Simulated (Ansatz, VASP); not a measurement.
## Al in VASP and in Ansatz

File POSCAR:

```
Al
1.0
   -1.5912186900      1.5912186900      1.5912186900
    1.5912186900     -1.5912186900      1.5912186900
    1.5912186900      1.5912186900     -1.5912186900
Al
1
Direct
    0.0000000000      0.0000000000      0.0000000000
```

File INCAR.step1:

```
PREC     = Accurate       # precision mode
ENCUT    = 600            # plane-wave cutoff, eV
EDIFF    = 1E-5           # SCF threshold, eV
ISMEAR   = -1             # smearing method
SIGMA    = 0.05           # smearing width, eV
LREAL    = F              # projectors in reciprocal space
LASPH    = T              # aspherical terms in the spheres
NELM     = 80             # most SCF steps
ALGO     = Normal         # electronic algorithm
LWAVE    = T              # write WAVECAR
LCHARG   = F              # write CHGCAR
GGA      = PE             # functional
NBANDS   = 8              # bands
```

The input INCAR.step2:

```
PREC     = Accurate       # precision mode
ENCUT    = 600            # plane-wave cutoff, eV
EDIFF    = 1E-6           # SCF threshold, eV
ISMEAR   = -1             # smearing method
SIGMA    = 0.05           # smearing width, eV
LREAL    = F              # projectors in reciprocal space
LASPH    = T              # aspherical terms in the spheres
NELM     = 80             # most SCF steps
ALGO     = Normal         # electronic algorithm
ISIF     = 3              # what is computed and relaxed
LWAVE    = F              # write WAVECAR
LCHARG   = F              # write CHGCAR
GGA      = PE             # functional
LHFCALC  = T              # exact exchange
AEXX     = 0.25           # exact-exchange fraction
PRECFOCK = Normal       
IBRION   = 2              # ionic algorithm
NSW      = 60             # ionic steps
EDIFFG   = -0.01          # ionic threshold
ISTART   = 1
```

KPOINTS

```
Automatic mesh
0
Gamma
  6 6 6
```

Contents of input:

```
crystal:
  lattice:
    - [-1.59121869, 1.59121869, 1.59121869]
    - [1.59121869, -1.59121869, 1.59121869]
    - [1.59121869, 1.59121869, -1.59121869]
  atoms:
    - { symbol: Al, position: [0.0, 0.0, 0.0] }
hamiltonian:
  xc: pbe0
  pseudopotentials: { kind: paw }
kpoints:
  mp_grid: { grid: [6, 6, 6] }
scf:
  occupations: { method: fermi_dirac, width: 0.05 }
output:
  forces: true
  stress: true
  eigenvalues: true
relax:
  f_tol: 0.01
  max_steps: 40
  cell: { stress_tol: 0.05 }
```

Alike in both runs: task relaxation of cell and atoms; functional PBE0; k mesh 6 × 6 × 6; occupations fermi-dirac, width 0.05 eV; no spin polarisation.

|  | VASP | Ansatz |
| --- | --- | --- |
| version | VASP 6.6.1 | Ansatz 0.2.0 |
| potentials or method | VASP PAW PBE potentials, release 64 (Al) | Ansatz PAW |
| plane-wave cutoff (eV) | 600 | 420 |
| valence electrons in the cell | 3 | 3 |

|  | VASP | Ansatz | Ansatz less VASP |
| --- | --- | --- | --- |
| gap on the k mesh at the Fermi level, each at its own relaxed structure (eV) | none | none | - |
| relaxed volume (Å³/atom) | 16.74 | 16.74 | -0.002 |
| relaxed length of the cell vector where the two differ most in proportion (Å) | 2.791 | 2.791 | -0.0001 |

A gap of «none» marks a metal or a gap that the smearing closes.

The k mesh is coarse, so the values compare programs but aren't converged. Noted on Ansatz's run: the plane-wave basis is chosen anew once the cell has moved, so the energies of steps on either side of that aren't comparable.
